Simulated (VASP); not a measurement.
Wanted: the native input for a VASP 6.6.1 run.

- Task: single point
- Functional: PBEsol
- Potentials or basis: VASP PAW PBE potentials, release 64 (Cd, Te)
- Cutoff: 520 eV
- k mesh: 10 × 10 × 10
- Occupations: fermi-dirac, width 0.1 eV
- Spin: no spin polarisation
- Dipole correction: no
- Further INCAR settings: ALGO = Normal; EDIFF = 1e-06; NBANDS = 16

The structure of CdTe lies in POSCAR:

```
CdTe
1.0
    3.2447046504      3.2447046504      0.0000000000
   -3.2447046504      3.2447046504      0.0000000000
    0.0000000000      3.2447046504      3.2447046504
Cd Te
1 1
Direct
    0.0000000000      0.0000000000      0.0000000000
    0.7500000000      0.2500000000      0.5000000000
```

One way to write it, as run:

INCAR

```
SYSTEM = CdTe
PREC = Accurate
ENCUT = 520
EDIFF = 1E-6
ISMEAR = -1
SIGMA = 0.1
LREAL = .False.
LASPH = .True.
NELM = 100
ALGO = Normal
ISIF = 2
LWAVE = .False.
LCHARG = .False.
GGA = PS
NBANDS = 16
```

KPOINTS

```
regular mesh
0
Gamma
  10 10 10
  0 0 0
```

Potentials or basis: VASP PAW PBE potentials, release 64 (Cd, Te).

The run is started by

```bash
$ cat potpaw_PBE.64/Cd/POTCAR potpaw_PBE.64/Te/POTCAR > POTCAR
$ mpirun -np 1 vasp_std > vasp.out
```

It gave:

The pressure is 0.2 GPa and the band gap on the k mesh is 0.65 eV, direct.

Caveat: the PAW data sets were made with another functional, which shifts forces and pressure a little; spin-orbit coupling is left out, which moves the levels of the heavy elements.

Wall time 40 s on 1 thread of Intel(R) Xeon(R) Platinum 8259CL CPU @ 2.50GHz (Skylake/Cascade Lake) (shared host), peak memory 0.23 GiB.
